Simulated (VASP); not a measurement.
Write the native input for VASP 6.6.1 that does the following.

```yaml
Task: single point
Functional: LDA
Potentials_or_basis: VASP PAW LDA potentials, release 64 (Ir)
Cutoff: 520 eV
k_mesh: 18 × 18 × 10
Occupations: gaussian, width 0.15 eV
Spin: no spin polarisation
Dipole_correction: no
Further_INCAR_settings: ALGO = Normal; EDIFF = 1e-06; NBANDS = 16
```

The structure of Ir lies in POSCAR:

```
Ir
1.0
    2.8315000000      0.0000000000      0.0000000000
   -1.4157500000      2.4521509308      0.0000000000
    0.0000000000      0.0000000000      4.3862377060
Ir
2
Direct
    0.6666666667      0.3333333333      0.7500000000
    0.3333333333      0.6666666667      0.2500000000
```

This isn't the form of Ir at room conditions, which is fcc.

These files were run (other wordings do the same):

INCAR

```
PREC = Accurate
ENCUT = 520
EDIFF = 1E-6
ISMEAR = 0
SIGMA = 0.15
LREAL = F
LASPH = T
NELM = 80
ALGO = Normal
ISIF = 2
LWAVE = F
LCHARG = T
GGA = CA
LELF = T
LVHAR = T
NBANDS = 16
```

KPOINTS

```
Automatic mesh
0
Gamma
  18 18 10
```

Potentials or basis: VASP PAW LDA potentials, release 64 (Ir).

Command:

```bash
$ cat potpaw_LDA.64/Ir/POTCAR > POTCAR
$ mpirun -np 1 vasp_std > vasp.out
```

Results of the run:

```yaml
Pressure: -26.3 GPa
Band_gap_on_the_k_mesh: zero (bands 9 and 10 overlap by 2.91 eV)
```

Caveat: the cell stands under tension; spin-orbit coupling is left out, which moves the levels of the heavy elements.

It took 61 s on 1 thread of AMD EPYC 9R45 (Zen 5), on a shared host, peak memory 0.18 GiB.
